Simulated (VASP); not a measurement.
BP:

```
B P
1.0
     3.28188    0.00000    0.00000
    -1.64094    2.84219    0.00000
     0.00000    0.00000    4.10213
B P
2 2
Cartesian
  0.0000 1.8948 1.0255
  1.6409 0.9474 3.0766
  1.6409 0.9474 1.0255
  0.0000 1.8948 3.0766
```

```yaml
Program: VASP 6.6.1
Task: relaxation of cell and atoms
Functional: PBE
Potentials_or_basis: VASP PAW PBE potentials, release 64 (B, P)
Cutoff: 600 eV
k_mesh: 12 × 12 × 6
Occupations: fermi-dirac, width 0.02 eV
Spin: no spin polarisation
```

At the start: pressure 40.3 GPa; volume 9.57 Å³/atom.

Q: How do energy, volume and symmetry change on relaxing?

A: Over 22 steps the energy falls by 681.5 meV/atom and the volume is 16.56 Å³/atom (+73.1 %); space group P6_3/mmc (No. 194, to 0.05 Å).

Step by step:
| step | energy change (eV) | largest force (eV/Å) | pressure (GPa) | volume (Å³) |
| --- | --- | --- | --- | --- |
| 1 | 0.0000 | 0.0000 | 40.25 | 38.26 |
| 2 | -1.2431 | 0.0000 | -14.08 | 52.89 |
| 3 | -1.3771 | 0.0000 | -5.19 | 48.32 |
| 4 | -1.3764 | 0.0000 | -6.25 | 48.75 |
| 5 | -1.8079 | 0.0000 | 0.92 | 47.29 |
| 6 | 0.2768 | 0.0000 | 72.93 | 41.72 |
| 7 | -1.9022 | 0.0000 | 6.76 | 46.53 |
| 8 | -1.9026 | 0.0000 | 8.66 | 46.31 |
| 9 | -2.1651 | 0.0000 | 6.22 | 49.60 |
| 10 | -2.6118 | 0.0000 | 7.34 | 59.04 |
| 11 | -1.6050 | 0.0000 | 11.92 | 75.98 |
| 12 | -2.6340 | 0.0000 | 7.84 | 61.31 |
| 13 | -2.3925 | 0.0000 | -11.25 | 74.99 |
| 14 | -2.7245 | 0.0000 | -0.34 | 65.74 |
| 15 | -2.7246 | 0.0000 | -0.10 | 65.58 |
| 16 | -2.7246 | 0.0000 | 0.05 | 65.49 |
| 17 | -2.7254 | 0.0000 | 0.06 | 65.74 |
| 18 | -2.7259 | 0.0000 | 0.08 | 65.96 |
| 19 | -2.7259 | 0.0000 | 0.10 | 66.40 |
| 20 | -2.7260 | 0.0000 | 0.10 | 66.17 |
| 21 | -2.7259 | 0.0000 | -0.25 | 66.40 |
| 22 | -2.7260 | 0.0000 | -0.01 | 66.23 |

Final structure:
```xyz
4
Lattice="3.2138 0.0000 0.0000 -1.6069 2.7832 0.0000 0.0000 0.0000 7.4045" Properties=species:S:1:pos:R:3 pbc="T T T"
B     0.0000    1.8555    1.8511
B     1.6069    0.9277    5.5534
P     1.6069    0.9277    1.8511
P     0.0000    1.8555    5.5534
```

Caveat: the volume moved by over 15 % at a fixed basis, so the end points are rough; this functional lacks dispersion, which binds the layers, so the pressure and a relaxed spacing across them are unreliable.
